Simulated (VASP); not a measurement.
# Re in VASP: single point with PBEsol

Aim: the single point of Re with PBEsol.

Program: VASP 6.6.1. These are calculated values, not measurements. Logs are shortened: lines on timing, memory, paths and dates and some standing lists are left out, and cuts for length are marked.

### Step 1. The cell of the first run

The typed cell holds 1 atom: a = 2.715 Å, b = 2.715 Å, c = 3.135 Å, α = 54.73°, β = 54.73°, γ = 70.53°.

### Step 2. Single point, PBEsol

Contents of INCAR:

```
PREC = Accurate
ENCUT = 520
EDIFF = 1E-7
ISMEAR = 0
SIGMA = 0.15
LREAL = False
LASPH = True
NELM = 60
ALGO = Fast
ISIF = 2
LWAVE = False
LCHARG = True
GGA = PS
LELF = True
LVHAR = True
NBANDS = 10
```

Contents of KPOINTS:

```
Automatic mesh
0
Gamma
  22 22 22
```

Contents of POSCAR:

```
Re
1.0
    0.0000000000      2.2169741472      1.5674007220
    2.2169741472      0.0000000000      1.5674007220
    2.2169741472      2.2169741472      0.0000000000
Re
1
Direct
    0.0000000000      0.0000000000      0.0000000000
```

Potentials or basis: VASP PAW PBE potentials, release 64 (Re).

Run with:

```sh
$ cat potpaw_PBE.64/Re/POTCAR > POTCAR
$ mpirun -np 1 vasp_std > vasp.out
```

OUTCAR:

```text
PREC = Accurate
   ENCUT = 520
   EDIFF = 1E-7
   ISMEAR = 0
   LREAL = False
   LASPH = True
   NELM = 60
   ISIF = 2
   GGA = PS

 ion  position               nearest neighbor table
   1  0.000  0.000  0.000-

  LATTYP: Found a body centered tetragonal cell.
 ALAT       =     3.1352749064
 C/A-ratio  =     0.9998489886

  Lattice vectors:

 A1 = (   0.0000000000,  -2.2169741472,  -1.5674007220)
 A2 = (   0.0000000000,   2.2169741472,  -1.5674007220)
 A3 = (   2.2169741472,   0.0000000000,   1.5674007220)

Analysis of symmetry for initial positions (statically):
=====================================================================
 Subroutine PRICEL returns:
 Original cell was already a primitive cell.

 Routine SETGRP: Setting up the symmetry group for a
 body centered tetragonal supercell.

 Subroutine GETGRP returns: Found 16 space group operations
 (whereof 16 operations were pure point group operations)
 out of a pool of 16 trial point group operations.

The static configuration has the point symmetry D_4h.

Analysis of symmetry for dynamics (positions and initial velocities):
=====================================================================
 Subroutine PRICEL returns:
 Original cell was already a primitive cell.

 Routine SETGRP: Setting up the symmetry group for a
 body centered tetragonal supercell.

 Subroutine GETGRP returns: Found 16 space group operations
 (whereof 16 operations were pure point group operations)
 out of a pool of 16 trial point group operations.

The dynamic configuration has the point symmetry D_4h.

 Subroutine INISYM returns: Found 16 space group operations
 (whereof 16 operations are pure point group operations),
 and found     1 'primitive' translations

----------------------------------------------------------------------------------------

                                     Primitive cell

  volume of cell :      15.4075

  direct lattice vectors                    reciprocal lattice vectors
     0.000000000  2.216974147  1.567400722    -0.225532625  0.225532625  0.318999470
     2.216974147  0.000000000  1.567400722     0.225532625 -0.225532625  0.318999470
     2.216974147  2.216974147  0.000000000     0.225532625  0.225532625 -0.318999470

  length of vectors
     2.715091047  2.715091047  3.135274906     0.451099315  0.451099315  0.451099315

  position of ions in fractional coordinates (direct lattice)
     0.000000000  0.000000000  0.000000000

  ion indices of the primitive-cell ions
   primitive index   ion index
                 1           1

----------------------------------------------------------------------------------------

 KPOINTS: Automatic mesh

Automatic generation of k-mesh.
 Grid dimensions read from file:
 generate k-points for:   22   22   22

 Generating k-lattice:

  Cartesian coordinates                     Fractional coordinates (reciprocal lattice)
    -0.010251483  0.010251483  0.014499976     0.045454545  0.000000000  0.000000000
     0.010251483 -0.010251483  0.014499976     0.000000000  0.045454545  0.000000000
     0.010251483  0.010251483 -0.014499976    -0.000000000 -0.000000000  0.045454545

  Length of vectors
     0.020504514  0.020504514  0.020504514

  Shift w.r.t. Gamma in fractional coordinates (k-lattice)
     0.000000000  0.000000000  0.000000000

 Subroutine IBZKPT returns following result:
 ===========================================

 Found    834 irreducible k-points:

 Following reciprocal coordinates:
            Coordinates               Weight
  0.000000  0.000000  0.000000      1.000000
  0.045455  0.000000  0.000000      8.000000
  0.090909  0.000000  0.000000      8.000000
  0.136364  0.000000  0.000000      8.000000
  0.181818  0.000000  0.000000      8.000000
  0.227273  0.000000  0.000000      8.000000
[... 16 lines left out ...]
  0.500000  0.045455  0.000000      8.000000
 -0.454545  0.045455  0.000000      8.000000
 [... further k-points ...]
   k-points           NKPTS =    834   k-points in BZ     NKDIM =    834   number of bands    NBANDS=     10
   number of dos      NEDOS =    301   number of ions     NIONS =      1
   total plane-waves  NPLWV =   9600
   dimension x,y,z NGX =    20 NGY =   20 NGZ =   24
   dimension x,y,z NGXF=    40 NGYF=   40 NGZF=   48
   ions per type =               1
   NGX,Y,Z   is equivalent  to a cutoff of  12.25, 12.25, 12.73 a.u.
   NGXF,Y,Z  is equivalent  to a cutoff of  24.49, 24.49, 25.45 a.u.
 SYSTEM =  unknown system
   PREC   = accura    normal or accurate (medium, high low for compatibility)
   ISTART =      0    job   : 0-new  1-cont  2-samecut
   ICHARG =      2    charge: 1-file 2-atom 10-const
   ISPIN  =      1    spin polarized calculation?
   LNONCOLLINEAR =      F non collinear calculations
   LSORBIT =      F    spin-orbit coupling
   LASPH  =      T    aspherical Exc in radial PAW
   ENCUT  =  520.0 eV  38.22 Ry    6.18 a.u.   5.05  5.05  5.83*2*pi/ulx,y,z
   NELM   =     60;   NELMIN=  2; NELMDL= -5     # of ELM steps
   EDIFF  = 0.1E-06   stopping-criterion for ELM
   LREAL  =      F    real-space projection
   EDIFFG = 0.1E-05   stopping-criterion for IOM
   NSW    =      0    number of steps for IOM
   IBRION =     -1    ionic relax: 0-MD 1-quasi-New 2-CG
   NFREE  =      0    steps in history (QN), initial steepest desc. (CG)
   ISIF   =      2    stress and relaxation
   ISYM   =      2    0-nonsym 1-usesym 2-fastsym
   POTIM  = 0.5000    time-step for ionic-motion
   TEBEG  =    0.0;   TEEND  =   0.0 temperature during run
   PSTRESS=    0.0 pullay stress
   NELECT =       7.0000    total number of electrons
   NUPDOWN=      -1.0000    fix difference up-down
   EMIN   =  10.00;   EMAX   =-10.00  energy-range for DOS
   EFERMI =   0.00;   METHOD = LEGACY
   ISMEAR =     0;   SIGMA  =   0.15  broadening in eV -4-tet -1-fermi 0-gaus
   EFERMI_NEDOS =   21; number of points for ismear=-14 and -15
   IALGO  =     68    algorithm
   IMIX   =      4    mixing-type and parameters
     AMIX     =   0.40;   BMIX     =  1.00
     AMIX_MAG =   1.60;   BMIX_MAG =  1.00
  volume/ion in A,a.u.               =      15.41       103.97
  Fermi-wavevector in a.u.,A,eV,Ry     =   1.258531  2.378278 21.550255  1.583899
  Thomas-Fermi vector in A             =   2.392135
   LORBIT       =      0    0 simple, 1 ext, 2 COOP (PROOUT), +10 PAW based schemes
   GGA     = PS    functional components
   LHFCALC =     F    Hartree Fock is set to
   AEXX    =    0.0000 exact exchange contribution
   IVDW    =     0    specifies the selected vdW correction
   LEPSILON=     F    determine dielectric tensor
   LRPA    =     F    only Hartree local field effects (RPA)
 non-spin polarized calculation
 RMM-DIIS sequential band-by-band and
 Gauss-broadening in eV      SIGMA  =   0.15
  energy-cutoff  :      520.00
  volume of cell :       15.41
 maximum number of plane-waves:       428
   NGX =  9   NGY =  9   NGZ = 11

 number of electron       7.0000000 magnetization

 Free energy of the ion-electron system (eV)
  ---------------------------------------------------
  ext. energy  EPLUGINS =         0.00000000
  ---------------------------------------------------
  free energy    TOTEN  =       -13.00494827 eV

  energy without entropy =      -12.99151602  energy(sigma->0) =      -12.99823215

 E-fermi :   8.0450     XC(G=0): -13.5704

 val. band max:        8.0434795753   @ k =  -0.1818   0.0000   0.0455
 cond. band min:       8.0508590566   @ k =  -0.1364  -0.0000   0.1364
 fundamental gap:      0.0073794813
 Fermi energy:         8.0449798659

 k-point     1 :       0.0000    0.0000    0.0000
  band No.  band energies     occupation
      1      -2.4082      2.00000
      2       5.4843      2.00000
      3       5.4861      2.00000
      4       5.4862      2.00000
      5       8.7559      0.00000
      6       8.7581      0.00000
      7      23.5512      0.00000
      8      23.5512      0.00000
      9      23.5542      0.00000
     10      35.0682      0.00000

 k-point     2 :       0.0455    0.0000    0.0000
  band No.  band energies     occupation
      1      -2.3111      2.00000
      2       5.4311      2.00000
      3       5.4784      2.00000
      4       5.5776      2.00000
      5       8.6753      0.00000
      6       8.7590      0.00000
      7      23.6275      0.00000
      8      23.7140      0.00000
      9      23.7539      0.00000
     10      34.0500      0.00000

 k-point     3 :       0.0909    0.0000    0.0000
  band No.  band energies     occupation
      1      -2.0261      2.00000
      2       5.2773      2.00000
      3       5.4454      2.00000
      4       5.8529      2.00000
      5       8.4723      0.00006
      6       8.7692      0.00000
      7      23.8202      0.00000
      8      24.1931      0.00000
      9      24.2859      0.00000
     10      32.3777      0.00000

 k-point     4 :       0.1364    0.0000    0.0000
  band No.  band energies     occupation
      1      -1.5736      2.00000
      2       5.0447      2.00000
      3       5.3638      2.00000
      4       6.3044      2.00000
      5       8.2543      0.04840
      6       8.7924      0.00000
      7      24.0188      0.00000
      8      24.9153      0.00000
      9      24.9635      0.00000
     10      30.9994      0.00000
[... 222 lines left out ...]
 k-point    22 :       0.4545    0.0455    0.0000
  band No.  band energies     occupation
      1       0.9787      2.00000
      2       3.4852      2.00000
      3       7.1095      2.00000
      4       8.5340      0.00000
      5       9.9298      0.00000
      6      11.9952      0.00000
      7      17.7791      0.00000
      8      20.3963      0.00000
      9      24.7984      0.00000
     10      31.4235      0.00000

 k-point    23 :       0.5000    0.0455    0.0000
  band No.  band energies     occupation
      1       0.9668      2.00000
      2       3.4500      2.00000
      3       7.3862      2.00000
      4       8.4567      0.00010
      5      10.0660      0.00000
      6      12.2382      0.00000
      7      17.4083      0.00000
      8      20.2569      0.00000
      9      24.4465      0.00000
     10      31.2720      0.00000

 k-point    24 :      -0.4545    0.0455    0.0000
  band No.  band energies     occupation
      1       0.9787      2.00000
      2       3.4852      2.00000
      3       7.1098      2.00000
      4       8.5334      0.00000
      5       9.9297      0.00000
      6      11.9953      0.00000
      7      17.7794      0.00000
      8      20.3966      0.00000
      9      24.7983      0.00000
     10      31.4251      0.00000

 [... further k-points ...]

------------------------ aborting loop because EDIFF is reached ----------------------------------------

  FORCE on cell =-STRESS in cart. coord.  units (eV):
  Direction    XX          YY          ZZ          XY          YZ          ZX
  --------------------------------------------------------------------------------------
  -------------------------------------------------------------------------------------
  Total       -1.6110129     -1.6110129     -1.6112977      0.0000000      0.0000000      0.0000000
  in kB     -167.5244868   -167.5244868   -167.5541016      0.0000000      0.0000000      0.0000000
  external PRESSURE =    -167.5343584 kB  Pullay stress =       0.0000000 kB

 VOLUME and BASIS-vectors are now :
 -----------------------------------------------------------------------------
  energy-cutoff  :      520.00
  volume of cell :       15.41
      direct lattice vectors                 reciprocal lattice vectors
     0.000000000  2.216974147  1.567400722    -0.225532625  0.225532625  0.318999470
     2.216974147  0.000000000  1.567400722     0.225532625 -0.225532625  0.318999470
     2.216974147  2.216974147  0.000000000     0.225532625  0.225532625 -0.318999470

 POSITION                                       TOTAL-FORCE (eV/Angst)
 -----------------------------------------------------------------------------------
      0.00000      0.00000      0.00000        -0.000000      0.000000     -0.000000
 -----------------------------------------------------------------------------------
    total drift:                                0.000000     -0.000000      0.000000

  FREE ENERGIE OF THE ION-ELECTRON SYSTEM (eV)
  ---------------------------------------------------
  free  energy   TOTEN  =       -13.0049482684 eV

  energy  without entropy=      -12.9915160235  energy(sigma->0) =      -12.99823215
```

Run time: 83 s. Hardware: 1 thread of Intel Xeon Platinum 8488C (Sapphire Rapids), shared host; peak memory 0.25 GiB.

Results:

- Free energy: -13.0049 eV
- Pressure: -16.8 GPa

Levels at points of the mesh, in eV from the Fermi level:
```csv
k point,band 1,band 2,band 3,band 4,band 5,band 6,band 7
"(0.00, 0.00, 0.00)",-10.45,-2.56,-2.56,-2.56,0.71,0.71,15.51
"(0.50, 0.00, 0.00)",-7.16,-4.69,-0.08,0.59,1.42,4.21,9.40
"(0.50, 0.50, 0.00)",-6.73,-6.73,3.34,3.34,3.34,7.70,7.70
"(0.50, 0.00, 0.50)",-7.16,-4.69,-0.08,0.58,1.42,4.21,9.40
```

Caveat: the PAW data sets were made with another functional, which shifts forces and pressure a little; spin-orbit coupling is left out, which moves the levels of the heavy elements.
